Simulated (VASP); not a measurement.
# SrTiO3 (Pm-3m) in VASP: notebook, part 3 of 3

VASP 6.6.1.

## Step 4: Single point, PBE+U

This run uses another cell than the first one, of 12.30 Å³/atom, 0.981 times its volume.

The input, INCAR:

```
PREC = Accurate
ENCUT = 520
EDIFF = 1E-6
ISMEAR = 0
SIGMA = 0.02
LREAL = False
LASPH = True
NELM = 150
ALGO = Normal
ISIF = 2
LWAVE = False
LCHARG = False
LMAXMIX = 4
LDAU = True
LDAUTYPE = 2
LDAUL = -1 2 -1
LDAUU = 0 4 0
LDAUJ = 0 0 0
LDAUPRINT = 1
GGA = PE
NBANDS = 28
```

The input, KPOINTS:

```
Automatic mesh
0
Gamma
  8 8 8
```

The input, POSCAR:

```
SrTiO3
1.0
    3.9471298222      0.0000000000      0.0000000000
    0.0000000000      3.9471298222      0.0000000000
    0.0000000000      0.0000000000      3.9471298222
Sr Ti O
1 1 3
Direct
    0.0000000000      0.0000000000      0.0000000000
    0.5000000000      0.5000000000      0.5000000000
    0.5000000000      0.0000000000      0.5000000000
    0.5000000000      0.5000000000      0.0000000000
    0.0000000000      0.5000000000      0.5000000000
```

Potentials or basis: VASP PAW PBE potentials, release 64 (Sr_sv, Ti_sv, O).

The run is started by

```sh
$ cat potpaw_PBE.64/Sr_sv/POTCAR potpaw_PBE.64/Ti_sv/POTCAR potpaw_PBE.64/O/POTCAR > POTCAR
$ mpirun -np 1 vasp_std > vasp.out
```

OUTCAR:

```text
PREC = Accurate
   ENCUT = 520
   EDIFF = 1E-6
   ISMEAR = 0
   LREAL = False
   LASPH = True
   NELM = 150
   ISIF = 2
   GGA = PE

 ion  position               nearest neighbor table
   1  0.000  0.000  0.000-   3 2.79   4 2.79   5 2.79   3 2.79   5 2.79   4 2.79   5 2.79   5 2.79
                             3 2.79   4 2.79   3 2.79   4 2.79   2 3.42   2 3.42   2 3.42   2 3.42
   2  0.500  0.500  0.500-   3 1.97   4 1.97   5 1.97   4 1.97   3 1.97   5 1.97   1 3.42   1 3.42
                             1 3.42   1 3.42   1 3.42   1 3.42   1 3.42   1 3.42
   3  0.500  0.000  0.500-   2 1.97   2 1.97   1 2.79   1 2.79   1 2.79   1 2.79
   4  0.500  0.500  0.000-   2 1.97   2 1.97   1 2.79   1 2.79   1 2.79   1 2.79
   5  0.000  0.500  0.500-   2 1.97   2 1.97   1 2.79   1 2.79   1 2.79   1 2.79

  LATTYP: Found a simple cubic cell.
 ALAT       =     3.9471298222

  Lattice vectors:

 A1 = (   3.9471298222,   0.0000000000,   0.0000000000)
 A2 = (   0.0000000000,   3.9471298222,   0.0000000000)
 A3 = (   0.0000000000,   0.0000000000,   3.9471298222)

Analysis of symmetry for initial positions (statically):
=====================================================================
 Subroutine PRICEL returns:
 Original cell was already a primitive cell.

 Routine SETGRP: Setting up the symmetry group for a
 simple cubic supercell.

 Subroutine GETGRP returns: Found 48 space group operations
 (whereof 48 operations were pure point group operations)
 out of a pool of 48 trial point group operations.

The static configuration has the point symmetry O_h .

Analysis of symmetry for dynamics (positions and initial velocities):
=====================================================================
 Subroutine PRICEL returns:
 Original cell was already a primitive cell.

 Routine SETGRP: Setting up the symmetry group for a
 simple cubic supercell.

 Subroutine GETGRP returns: Found 48 space group operations
 (whereof 48 operations were pure point group operations)
 out of a pool of 48 trial point group operations.

The dynamic configuration has the point symmetry O_h .

 Subroutine INISYM returns: Found 48 space group operations
 (whereof 48 operations are pure point group operations),
 and found     1 'primitive' translations

----------------------------------------------------------------------------------------

                                     Primitive cell

  volume of cell :      61.4956

  direct lattice vectors                    reciprocal lattice vectors
     3.947129822  0.000000000  0.000000000     0.253348647  0.000000000  0.000000000
     0.000000000  3.947129822  0.000000000     0.000000000  0.253348647  0.000000000
     0.000000000  0.000000000  3.947129822     0.000000000  0.000000000  0.253348647

  length of vectors
     3.947129822  3.947129822  3.947129822     0.253348647  0.253348647  0.253348647

  position of ions in fractional coordinates (direct lattice)
     0.000000000  0.000000000  0.000000000
     0.500000000  0.500000000  0.500000000
     0.500000000  0.000000000  0.500000000
[... 99 lines left out ...]
   IALGO  =     38    algorithm
   IMIX   =      4    mixing-type and parameters
     AMIX     =   0.40;   BMIX     =  1.00
     AMIX_MAG =   1.60;   BMIX_MAG =  1.00
  volume/ion in A,a.u.               =      12.30        83.00
  Fermi-wavevector in a.u.,A,eV,Ry     =   1.418448  2.680478 27.374850  2.011995
  Thomas-Fermi vector in A             =   2.539572
   LORBIT       =      0    0 simple, 1 ext, 2 COOP (PROOUT), +10 PAW based schemes
 LDA+U is selected, type is set to LDAUTYPE =  2
   angular momentum for each species LDAUL =    -1    2   -1
   U (eV)           for each species LDAUU =   0.0  4.0  0.0
   J (eV)           for each species LDAUJ =   0.0  0.0  0.0
   GGA     = PE    functional components
   LHFCALC =     F    Hartree Fock is set to
   AEXX    =    0.0000 exact exchange contribution
   IVDW    =     0    specifies the selected vdW correction
   LEPSILON=     F    determine dielectric tensor
   LRPA    =     F    only Hartree local field effects (RPA)
 non-spin polarized calculation
 Gauss-broadening in eV      SIGMA  =   0.02
  energy-cutoff  :      520.00
  volume of cell :       61.50
 maximum number of plane-waves:      1675
 NGX is ok and might be reduce to    30
   NGX = 15   NGY = 15   NGZ = 15

atom =   2  type =  2  l = 2

 onsite density matrix

spin component  1

  0.1022 -0.0000  0.0000  0.0000 -0.0000
 -0.0000  0.1022  0.0000 -0.0000  0.0000
  0.0000  0.0000  0.2477 -0.0000 -0.0000
  0.0000 -0.0000 -0.0000  0.1022 -0.0000
 -0.0000  0.0000 -0.0000 -0.0000  0.2477

spin component  2

  0.1022 -0.0000  0.0000  0.0000 -0.0000
 -0.0000  0.1022  0.0000 -0.0000  0.0000
  0.0000  0.0000  0.2477 -0.0000 -0.0000
  0.0000 -0.0000 -0.0000  0.1022 -0.0000
 -0.0000  0.0000 -0.0000 -0.0000  0.2477

 occupancies and eigenvectors

  o =  0.1022  v =  0.0000 -0.1644 -0.0000 -0.9864 -0.0000  0.0000  0.0000  0.0000  0.0000  0.0000      0.0000  0.0000  0.0000  0.0000  0.0000  0.0000  0.0000  0.0000  0.0000  0.0000
  o =  0.1022  v =  0.0000  0.0000  0.0000  0.0000  0.0000  0.0000 -0.1644 -0.0000 -0.9864 -0.0000      0.0000  0.0000  0.0000  0.0000  0.0000  0.0000  0.0000  0.0000  0.0000  0.0000
  o =  0.1022  v =  0.0000 -0.9864 -0.0000  0.1644  0.0000  0.0000  0.0000  0.0000  0.0000  0.0000      0.0000  0.0000  0.0000  0.0000  0.0000  0.0000  0.0000  0.0000  0.0000  0.0000
  o =  0.1022  v =  0.0000  0.0000  0.0000  0.0000  0.0000  0.0000 -0.9864 -0.0000  0.1644  0.0000      0.0000  0.0000  0.0000  0.0000  0.0000  0.0000  0.0000  0.0000  0.0000  0.0000
  o =  0.1022  v =  1.0000  0.0000  0.0000  0.0000  0.0000  0.0000  0.0000  0.0000  0.0000  0.0000      0.0000  0.0000  0.0000  0.0000  0.0000  0.0000  0.0000  0.0000  0.0000  0.0000
  o =  0.1022  v =  0.0000  0.0000  0.0000  0.0000  0.0000  1.0000  0.0000  0.0000  0.0000  0.0000      0.0000  0.0000  0.0000  0.0000  0.0000  0.0000  0.0000  0.0000  0.0000  0.0000
  o =  0.2477  v =  0.0000  0.0000  0.0000  0.0000  0.0000  0.0000 -0.0000 -0.0449  0.0000 -0.9990      0.0000  0.0000  0.0000  0.0000  0.0000  0.0000  0.0000  0.0000  0.0000  0.0000
  o =  0.2477  v =  0.0000 -0.0000 -0.0449  0.0000 -0.9990  0.0000  0.0000  0.0000  0.0000  0.0000      0.0000  0.0000  0.0000  0.0000  0.0000  0.0000  0.0000  0.0000  0.0000  0.0000
  o =  0.2477  v =  0.0000  0.0000  0.0000  0.0000  0.0000  0.0000  0.0000 -0.9990 -0.0000  0.0449      0.0000  0.0000  0.0000  0.0000  0.0000  0.0000  0.0000  0.0000  0.0000  0.0000
  o =  0.2477  v =  0.0000  0.0000 -0.9990 -0.0000  0.0449  0.0000  0.0000  0.0000  0.0000  0.0000      0.0000  0.0000  0.0000  0.0000  0.0000  0.0000  0.0000  0.0000  0.0000  0.0000

 number of electron      39.9999986 magnetization

 Free energy of the ion-electron system (eV)
  ---------------------------------------------------
  ext. energy  EPLUGINS =         0.00000000
  ---------------------------------------------------
  free energy    TOTEN  =       -37.40473936 eV

  energy without entropy =      -37.40473936  energy(sigma->0) =      -37.40473936

 E-fermi :   4.2698     XC(G=0): -11.1100

 val. band max:        4.0406766595   @ k =   0.5000   0.5000   0.5000
 cond. band min:       6.3490300532   @ k =   0.0000   0.0000   0.0000
 fundamental gap:      2.3083533937
 Fermi energy:         4.2697858552

 k-point     1 :       0.0000    0.0000    0.0000
  band No.  band energies     occupation
      1     -53.6082      2.00000
      2     -29.7853      2.00000
      3     -29.7853      2.00000
      4     -29.7853      2.00000
      5     -28.8471      2.00000
      6     -13.3352      2.00000
[... 733 lines left out ...]
     27      12.1256      0.00000
     28      12.5927      0.00000

 [... further k-points ...]
[... 5 lines left out ...]
  --------------------------------------------------------------------------------------
  -------------------------------------------------------------------------------------
  Total        1.0365374      1.0365374      1.0365374     -0.0000000     -0.0000000      0.0000000
  in kB       27.0054447     27.0054447     27.0054447     -0.0000000     -0.0000000      0.0000000
  external PRESSURE =      27.0054447 kB  Pullay stress =       0.0000000 kB

 VOLUME and BASIS-vectors are now :
 -----------------------------------------------------------------------------
  energy-cutoff  :      520.00
  volume of cell :       61.50
      direct lattice vectors                 reciprocal lattice vectors
     3.947129822  0.000000000  0.000000000     0.253348647  0.000000000  0.000000000
     0.000000000  3.947129822  0.000000000     0.000000000  0.253348647  0.000000000
     0.000000000  0.000000000  3.947129822     0.000000000  0.000000000  0.253348647

 POSITION                                       TOTAL-FORCE (eV/Angst)
 -----------------------------------------------------------------------------------
      0.00000      0.00000      0.00000         0.000000      0.000000      0.000000
      1.97356      1.97356      1.97356         0.000000      0.000000      0.000000
      1.97356      0.00000      1.97356         0.000000      0.000000      0.000000
      1.97356      1.97356      0.00000         0.000000      0.000000      0.000000
      0.00000      1.97356      1.97356         0.000000      0.000000      0.000000
 -----------------------------------------------------------------------------------
    total drift:                                0.000000      0.000000     -0.000000

  FREE ENERGIE OF THE ION-ELECTRON SYSTEM (eV)
  ---------------------------------------------------
  free  energy   TOTEN  =       -37.4047393552 eV

  energy  without entropy=      -37.4047393552  energy(sigma->0) =      -37.40473936
```

OSZICAR:

```text
N       E                     dE             d eps       ncg     rms          rms(c)
DAV:   1     0.436250327501E+03    0.43625E+03   -0.21150E+04  1960   0.158E+03
DAV:   2    -0.163793438329E+01   -0.43789E+03   -0.41991E+03  2260   0.441E+02
DAV:   3    -0.466526423382E+02   -0.45015E+02   -0.44655E+02  2740   0.136E+02
DAV:   4    -0.487258622617E+02   -0.20732E+01   -0.20687E+01  2948   0.252E+01
DAV:   5    -0.487870012456E+02   -0.61139E-01   -0.61124E-01  2728   0.347E+00    0.259E+01
DAV:   6    -0.371615030413E+02    0.11625E+02   -0.55668E+01  2908   0.646E+01    0.138E+01
DAV:   7    -0.374171047257E+02   -0.25560E+00   -0.63167E+00  2536   0.147E+01    0.995E+00
DAV:   8    -0.374857821090E+02   -0.68677E-01   -0.17218E+00  2352   0.115E+01    0.306E+00
DAV:   9    -0.374137724688E+02    0.72010E-01   -0.25533E-01  2364   0.507E+00    0.110E+00
DAV:  10    -0.374097509455E+02    0.40215E-02   -0.12792E-01  2344   0.216E+00    0.635E-01
DAV:  11    -0.374049066087E+02    0.48443E-02   -0.27871E-02  2812   0.149E+00    0.192E-01
DAV:  12    -0.374047012484E+02    0.20536E-03   -0.18554E-03  2316   0.459E-01    0.905E-02
DAV:  13    -0.374047460434E+02   -0.44795E-04   -0.19838E-04  2476   0.105E-01    0.485E-02
DAV:  14    -0.374047419103E+02    0.41331E-05   -0.10542E-04  2332   0.623E-02    0.204E-02
DAV:  15    -0.374047395074E+02    0.24029E-05   -0.29899E-05  2940   0.412E-02    0.483E-03
DAV:  16    -0.374047393552E+02    0.15219E-06   -0.26126E-06  1848   0.131E-02
   1 F= -.37404739E+02 E0= -.37404739E+02  d E =-.674376E-61
```

stdout:

```text
POSCAR found type information on POSCAR SrTiO
 POSCAR found :  3 types and       5 ions
 scaLAPACK will be used
 LDA part: xc-table for (Slater+PW92), standard interpolation
 POSCAR, INCAR and KPOINTS ok, starting setup
 FFT: planning ... GRIDC
 FFT: planning ... GRID_SOFT
 FFT: planning ... GRID
 WAVECAR not read
 entering main loop
```

It took 78 s on 1 thread of Intel Xeon Platinum 8259CL at 2.50GHz (Skylake/Cascade Lake), shared host; peak memory 0.2 GiB.

Results:

- Free energy: -37.4047 eV
- Pressure: 2.7 GPa
- Band gap on the k mesh: 2.31 eV, indirect (least direct gap 2.74 eV)

Levels at points of the mesh, in eV from the valence-band top:
```
           k point  band 17  band 18  band 19  band 20  band 21  band 22  band 23  band 24
(0.00, 0.00, 0.00)    -1.13    -0.43    -0.43    -0.43     2.31     2.31     2.31     4.11
(0.50, 0.00, 0.00)    -2.18    -1.91    -0.80    -0.80     2.49     4.08     4.08     4.12
(0.50, 0.50, 0.00)    -1.90    -1.56    -1.56    -0.09     4.10     4.10     4.56     4.99
(0.50, 0.50, 0.50)    -3.56     0.00     0.00     0.00     4.75     4.75     4.75     6.76
```

Eigenvalues of the final occupation matrices:
```tsv
site	spin	trace	eigenvalues
site 2 d	1	0.80	0.10 0.10 0.10 0.25 0.25
site 2 d	2	0.80	0.10 0.10 0.10 0.25 0.25
```

A k mesh can miss the band edges.
